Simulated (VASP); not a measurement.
A run of VASP 6.6.1 is set up as follows.

INCAR

```
PREC = Accurate ; ENCUT = 520
EDIFF = 1E-7 ; ISMEAR = 0
SIGMA = 0.02 ; LREAL = False
LASPH = True ; NELM = 60
ALGO = Normal ; ISIF = 2
LWAVE = False ; LCHARG = False
GGA = PS ; NBANDS = 11
```

KPOINTS

```
regular mesh
0
Gamma
  8 8 8
```

POSCAR

```
Si
1.0
    0.0000000000      2.7169171026      2.7169171026
    2.7169171026      0.0000000000      2.7169171026
    2.7169171026      2.7169171026      0.0000000000
Si
2
Direct
    0.7500000000      0.7500000000      0.7500000000
    0.5000000000      0.5000000000      0.5000000000
```

Potentials or basis: VASP PAW PBE potentials, release 64 (Si).

The run is started by

```bash
$ cat potpaw_PBE.64/Si/POTCAR > POTCAR
$ mpirun -np 1 vasp_std > vasp.out
```

Question: What does it give for the band gap on the k mesh?

Answer: 0.51 eV, indirect (least direct gap 2.52 eV).

Question: What does it give for the pressure?

Answer: 0.1 GPa.

Caveat: the PAW data sets were made with another functional, which shifts forces and pressure a little. As with any semilocal functional, this PBEsol gap is likely too small.
